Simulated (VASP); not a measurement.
# SiC (Moissanite 3C) in VASP: notebook

SiC (Moissanite 3C) is run at these levels: LDA; tasks: single point.

Everything below comes from runs of VASP 6.6.1. Logs are shortened: lines on timing, memory, paths and dates and some standing lists are left out, and cuts for length are marked.

## Step 1: The cell of the first run

The structure is cubic, space group F-43m (No. 216). The conventional cell has a = 4.358 Å, b = 4.358 Å, c = 4.358 Å, α = 90.00°, β = 90.00°, γ = 90.00°. Within 2.5 Å of Si (site symmetry -43m) lie 4 C at 1.89 Å. C (site symmetry -43m) has 4 Si at 1.89 Å within 2.5 Å.

## Step 2: Single point, LDA

INCAR reads:

```
ALGO     = Normal         # electronic algorithm
EDIFF    = 1E-6           # SCF threshold, eV
ENCUT    = 600            # plane-wave cutoff, eV
GGA_COMPAT= F            
ISIF     = 2              # what is computed and relaxed
ISMEAR   = -1             # smearing method
LASPH    = T              # aspherical terms in the spheres
LCHARG   = T              # write CHGCAR
LELF     = T              # ELF
LREAL    = F              # projectors in reciprocal space
LVHAR    = T            
LWAVE    = F              # write WAVECAR
NBANDS   = 11             # bands
NELM     = 120            # most SCF steps
PREC     = Accurate       # precision mode
SIGMA    = 0.02           # smearing width, eV
```

KPOINTS reads:

```
k-points
0
Gamma
  8 8 8
```

POSCAR reads:

```
SiC
1.0
    0.0000000000      2.1790000000      2.1790000000
    2.1790000000      0.0000000000      2.1790000000
    2.1790000000      2.1790000000      0.0000000000
Si C
1 1
Direct
    0.0000000000      0.0000000000      0.0000000000
    0.2500000000      0.2500000000      0.2500000000
```

Potentials or basis: VASP PAW LDA potentials, release 64 (Si, C).

Run with:

```console
cat potpaw_LDA.64/Si/POTCAR potpaw_LDA.64/C/POTCAR > POTCAR
mpirun -np 1 vasp_std > vasp.out
```

OUTCAR:

```text
EDIFF = 1E-6
   ENCUT = 600
   ISIF = 2
   ISMEAR = -1
   LASPH = T
   LREAL = F
   NELM = 120
   PREC = Accurate

 ion  position               nearest neighbor table
   1  0.000  0.000  0.000-   2 1.89   2 1.89   2 1.89   2 1.89
   2  0.250  0.250  0.250-   1 1.89   1 1.89   1 1.89   1 1.89

  LATTYP: Found a face centered cubic cell.
 ALAT       =     4.3580000000

  Lattice vectors:

 A1 = (   0.0000000000,   2.1790000000,   2.1790000000)
 A2 = (   2.1790000000,   0.0000000000,   2.1790000000)
 A3 = (   2.1790000000,   2.1790000000,   0.0000000000)

Analysis of symmetry for initial positions (statically):
=====================================================================
 Subroutine PRICEL returns:
 Original cell was already a primitive cell.

 Routine SETGRP: Setting up the symmetry group for a
 face centered cubic supercell.

 Subroutine GETGRP returns: Found 24 space group operations
 (whereof 24 operations were pure point group operations)
 out of a pool of 48 trial point group operations.

The static configuration has the point symmetry T_d .

Analysis of symmetry for dynamics (positions and initial velocities):
=====================================================================
 Subroutine PRICEL returns:
 Original cell was already a primitive cell.

 Routine SETGRP: Setting up the symmetry group for a
 face centered cubic supercell.

 Subroutine GETGRP returns: Found 24 space group operations
 (whereof 24 operations were pure point group operations)
 out of a pool of 48 trial point group operations.

The dynamic configuration has the point symmetry T_d .

 Subroutine INISYM returns: Found 24 space group operations
 (whereof 24 operations are pure point group operations),
 and found     1 'primitive' translations

----------------------------------------------------------------------------------------

                                     Primitive cell

  volume of cell :      20.6920

  direct lattice vectors                    reciprocal lattice vectors
     0.000000000  2.179000000  2.179000000    -0.229463056  0.229463056  0.229463056
     2.179000000  0.000000000  2.179000000     0.229463056 -0.229463056  0.229463056
     2.179000000  2.179000000  0.000000000     0.229463056  0.229463056 -0.229463056

  length of vectors
     3.081571352  3.081571352  3.081571352     0.397441672  0.397441672  0.397441672

  position of ions in fractional coordinates (direct lattice)
     0.000000000  0.000000000  0.000000000
     0.250000000  0.250000000  0.250000000
[... 85 lines left out ...]
   POTIM  = 0.5000    time-step for ionic-motion
   TEBEG  =    0.0;   TEEND  =   0.0 temperature during run
   PSTRESS=    0.0 pullay stress
   NELECT =       8.0000    total number of electrons
   NUPDOWN=      -1.0000    fix difference up-down
   EMIN   =  10.00;   EMAX   =-10.00  energy-range for DOS
   EFERMI =   0.00;   METHOD = LEGACY
   ISMEAR =    -1;   SIGMA  =   0.02  broadening in eV -4-tet -1-fermi 0-gaus
   EFERMI_NEDOS =   21; number of points for ismear=-14 and -15
   IALGO  =     38    algorithm
   IMIX   =      4    mixing-type and parameters
     AMIX     =   0.40;   BMIX     =  1.00
     AMIX_MAG =   1.60;   BMIX_MAG =  1.00
  volume/ion in A,a.u.               =      10.35        69.82
  Fermi-wavevector in a.u.,A,eV,Ry     =   1.192626  2.253736 19.352338  1.422357
  Thomas-Fermi vector in A             =   2.328660
   LORBIT       =      0    0 simple, 1 ext, 2 COOP (PROOUT), +10 PAW based schemes
   GGA     = CA    functional components
   LHFCALC =     F    Hartree Fock is set to
   AEXX    =    0.0000 exact exchange contribution
   IVDW    =     0    specifies the selected vdW correction
   LEPSILON=     F    determine dielectric tensor
   LRPA    =     F    only Hartree local field effects (RPA)
 non-spin polarized calculation
  energy-cutoff  :      600.00
  volume of cell :       20.69
 maximum number of plane-waves:       701
 NGX is ok and might be reduce to    28
   NGX = 13   NGY = 13   NGZ = 13

 number of electron       8.0000000 magnetization

 Free energy of the ion-electron system (eV)
  ---------------------------------------------------
  ext. energy  EPLUGINS =         0.00000000
  ---------------------------------------------------
  free energy    TOTEN  =       -16.63888032 eV

  energy without entropy =      -16.63888032  energy(sigma->0) =      -16.63888032

 E-fermi :   8.4496     XC(G=0): -11.5564

 val. band max:        8.0617148185   @ k =   0.0000   0.0000   0.0000
 cond. band min:       9.3659739192   @ k =   0.5000   0.5000   0.0000
 fundamental gap:      1.3042591007
 Fermi energy:         8.4495607223

 k-point     1 :       0.0000    0.0000    0.0000
  band No.  band energies     occupation
      1      -7.2543      2.00000
      2       8.0617      2.00000
      3       8.0617      2.00000
      4       8.0617      2.00000
      5      14.3528      0.00000
      6      15.2534      0.00000
      7      15.2534      0.00000
      8      15.2534      0.00000
      9      22.5213      0.00000
     10      22.5213      0.00000
     11      24.2316      0.00000
[... 309 lines left out ...]
 k-point    24 :      -0.3750    0.2500    0.1250
  band No.  band energies     occupation
      1      -2.9772      2.00000
      2       0.2180      2.00000
      3       4.3520      2.00000
      4       5.7915      2.00000
      5      13.2207      0.00000
      6      15.2555      0.00000
      7      18.0887      0.00000
      8      18.9214      0.00000
      9      21.3190      0.00000
     10      24.1403      0.00000
     11      27.1943      0.00000

 [... further k-points ...]

------------------------ aborting loop because EDIFF is reached ----------------------------------------

  FORCE on cell =-STRESS in cart. coord.  units (eV):
  Direction    XX          YY          ZZ          XY          YZ          ZX
  --------------------------------------------------------------------------------------
  -------------------------------------------------------------------------------------
  Total       -0.5386406     -0.5386406     -0.5386406      0.0000000      0.0000000      0.0000000
  in kB      -41.7069076    -41.7069076    -41.7069076      0.0000000      0.0000000      0.0000000
  external PRESSURE =     -41.7069076 kB  Pullay stress =       0.0000000 kB

 VOLUME and BASIS-vectors are now :
 -----------------------------------------------------------------------------
  energy-cutoff  :      600.00
  volume of cell :       20.69
      direct lattice vectors                 reciprocal lattice vectors
     0.000000000  2.179000000  2.179000000    -0.229463056  0.229463056  0.229463056
     2.179000000  0.000000000  2.179000000     0.229463056 -0.229463056  0.229463056
     2.179000000  2.179000000  0.000000000     0.229463056  0.229463056 -0.229463056

 POSITION                                       TOTAL-FORCE (eV/Angst)
 -----------------------------------------------------------------------------------
      0.00000      0.00000      0.00000         0.000000      0.000000      0.000000
      1.08950      1.08950      1.08950        -0.000000     -0.000000     -0.000000
 -----------------------------------------------------------------------------------
    total drift:                               -0.000000     -0.000000     -0.000000

  FREE ENERGIE OF THE ION-ELECTRON SYSTEM (eV)
  ---------------------------------------------------
  free  energy   TOTEN  =       -16.6388803217 eV

  energy  without entropy=      -16.6388803217  energy(sigma->0) =      -16.63888032
```

OSZICAR:

```text
N       E                     dE             d eps       ncg     rms          rms(c)
DAV:   1     0.377069565489E+01    0.37707E+01   -0.42419E+03   662   0.696E+02
DAV:   2    -0.180035991895E+02   -0.21774E+02   -0.21020E+02   833   0.118E+02
DAV:   3    -0.186701571057E+02   -0.66656E+00   -0.66534E+00   797   0.169E+01
DAV:   4    -0.186731122971E+02   -0.29552E-02   -0.29548E-02   728   0.144E+00
DAV:   5    -0.186731272844E+02   -0.14987E-04   -0.14987E-04   784   0.939E-02    0.906E+00
DAV:   6    -0.167285405906E+02    0.19446E+01   -0.72143E+00   716   0.119E+01    0.398E+00
DAV:   7    -0.166599397932E+02    0.68601E-01   -0.37826E-01   761   0.356E+00    0.178E+00
DAV:   8    -0.166392938703E+02    0.20646E-01   -0.26229E-02   746   0.977E-01    0.182E-01
DAV:   9    -0.166388648929E+02    0.42898E-03   -0.20206E-03   770   0.243E-01    0.972E-02
DAV:  10    -0.166388800122E+02   -0.15119E-04   -0.13128E-04   725   0.711E-02    0.328E-02
DAV:  11    -0.166388803217E+02   -0.30960E-06   -0.41777E-06   782   0.122E-02
   1 F= -.16638880E+02 E0= -.16638880E+02  d E =-.181333E-10
```

Run time: 24 s. Hardware: 1 thread of Intel Xeon 8259CL, shared host; peak memory 0.14 GiB.

Results:

```yaml
Free_energy: -16.6389 eV
Pressure: -4.2 GPa
Band_gap_on_the_k_mesh: 1.30 eV, indirect (least direct gap 4.50 eV)
```

Levels at points of the mesh, in eV from the valence-band top:
```
           k point  band 2  band 3  band 4  band 5  band 6  band 7
(0.00, 0.00, 0.00)    0.00    0.00    0.00    6.29    7.19    7.19
(0.50, 0.00, 0.00)   -8.56   -1.05   -1.05    5.39    7.13    7.13
(0.50, 0.50, 0.00)   -7.81   -3.19   -3.19    1.30    4.19   13.83
```

A k mesh can miss the band edges. As with any semilocal functional, this LDA gap is likely too small.

## Step 3: Single point, LDA

This run uses another cell than the first one, of 9.94 Å³/atom, 0.960 times its volume.

INCAR reads:

```
SYSTEM = SiC
ALGO     = Normal         ! electronic algorithm
EDIFF    = 1E-6           ! SCF threshold, eV
ENCUT    = 600            ! plane-wave cutoff, eV
GGA      = CA             ! functional
GGA_COMPAT= .False.      
ISIF     = 2              ! what is computed and relaxed
ISMEAR   = -1             ! smearing method
LASPH    = .True.         ! aspherical terms in the spheres
LCHARG   = .True.         ! write CHGCAR
LELF     = .True.         ! ELF
LREAL    = .False.        ! projectors in reciprocal space
LVHAR    = .True.       
LWAVE    = .False.        ! write WAVECAR
NBANDS   = 11             ! bands
NELM     = 120            ! most SCF steps
PREC     = Accurate       ! precision mode
SIGMA    = 0.02           ! smearing width, eV
```

KPOINTS reads:

```
k-points
0
Gamma
  8 8 8
  0 0 0
```

POSCAR reads:

```
SiC
1.0
    0.0000000000      2.1354200000      2.1790000000
    2.1354200000      0.0000000000      2.1790000000
    2.1354200000      2.1354200000      0.0000000000
Si C
1 1
Direct
    0.0000000000      0.0000000000      0.0000000000
    0.2500000000      0.2500000000      0.2500000000
```

Potentials or basis: VASP PAW LDA potentials, release 64 (Si, C).

Run with:

```console
cat potpaw_LDA.64/Si/POTCAR potpaw_LDA.64/C/POTCAR > POTCAR
mpirun -np 1 vasp_std > vasp.out
```

It took 21 s on 1 thread of Intel Xeon 8259CL, shared host; peak memory 0.13 GiB.

It converged, with:

```
Free energy            : -16.6317 eV
Pressure               : 5.1 GPa
Band gap on the k mesh : 1.16 eV, indirect (least direct gap 4.52 eV)
```

Stress tensor (GPa, compression positive):
```
6.94 0.00 0.00
0.00 6.94 0.00
0.00 0.00 1.43
```

Levels at points of the mesh, in eV from the valence-band top:
```tsv
k point	band 2	band 3	band 4	band 5	band 6	band 7
(0.00, 0.00, 0.00)	-0.14	0.00	0.00	6.72	7.41	7.41
(0.50, 0.00, 0.00)	-8.83	-1.24	-0.98	5.66	7.14	7.40
(0.50, 0.50, 0.00)	-8.16	-3.17	-3.17	1.35	4.52	14.31
(0.50, 0.00, 0.50)	-7.90	-3.41	-3.38	1.16	4.17	13.88
```

## Step 4: Single point, LDA

This run uses another cell than the first one, of 10.14 Å³/atom, 0.980 times its volume.

INCAR reads:

```
PREC = Accurate
ENCUT = 600
EDIFF = 1E-6
ISMEAR = -1
SIGMA = 0.02
LREAL = F
LASPH = T
NELM = 120
ALGO = Normal
ISIF = 2
LWAVE = F
LCHARG = T
LELF = T
LVHAR = T
NBANDS = 11
GGA_COMPAT = F
```

KPOINTS reads:

```
regular mesh
0
Gamma
  8 8 8
```

POSCAR reads:

```
SiC
1.0
    0.0000000000      2.1572100000      2.1790000000
    2.1572100000      0.0000000000      2.1790000000
    2.1572100000      2.1572100000      0.0000000000
Si C
1 1
Direct
    0.0000000000      0.0000000000      0.0000000000
    0.2500000000      0.2500000000      0.2500000000
```

Run with:

```console
cat potpaw_LDA.64/Si/POTCAR potpaw_LDA.64/C/POTCAR > POTCAR
mpirun -np 1 vasp_std > vasp.out
```

Wall time 18 s (1 thread of Intel Xeon 8259CL, shared host); peak memory 0.13 GiB.

The run converged. Its results:

```
Free energy            : -16.6424 eV
Pressure               : 0.3 GPa
Band gap on the k mesh : 1.23 eV, indirect (least direct gap 4.51 eV)
```

Stress tensor (GPa, compression positive):
```
 1.16  0.00  0.00
 0.00  1.16  0.00
 0.00  0.00 -1.51
```

Levels at points of the mesh, in eV from the valence-band top:
```csv
k point,band 2,band 3,band 4,band 5,band 6,band 7
"(0.00, 0.00, 0.00)",-0.07,0.00,0.00,6.50,7.30,7.30
"(0.50, 0.00, 0.00)",-8.69,-1.14,-1.02,5.54,7.12,7.26
"(0.50, 0.50, 0.00)",-7.99,-3.18,-3.18,1.33,4.35,14.06
"(0.50, 0.00, 0.50)",-7.86,-3.30,-3.28,1.23,4.18,13.86
```

## Step 5: Overview

| cell | gap on the mesh (eV) | pressure (GPa) |
| --- | --- | --- |
| a = 3.082 Å, angles 60.0°, 2 atoms | 1.30 | -4.2 |
| a = 3.051, b = 3.051, c = 3.020 Å, angles 60.3, 60.3, 59.3°, 2 atoms | 1.16 | 5.1 |
| a = 3.066, b = 3.066, c = 3.051 Å, angles 60.2, 60.2, 59.7°, 2 atoms | 1.23 | 0.3 |

Alike in all rows: task single point; level LDA; potentials or basis VASP PAW LDA potentials, release 64 (Si, C); no spin polarisation; k mesh 8 × 8 × 8; cutoff (eV) 600; smearing fermi-dirac 0.02 eV.

Total energies depend on the potentials used, so only differences within one code and one set of settings carry meaning.
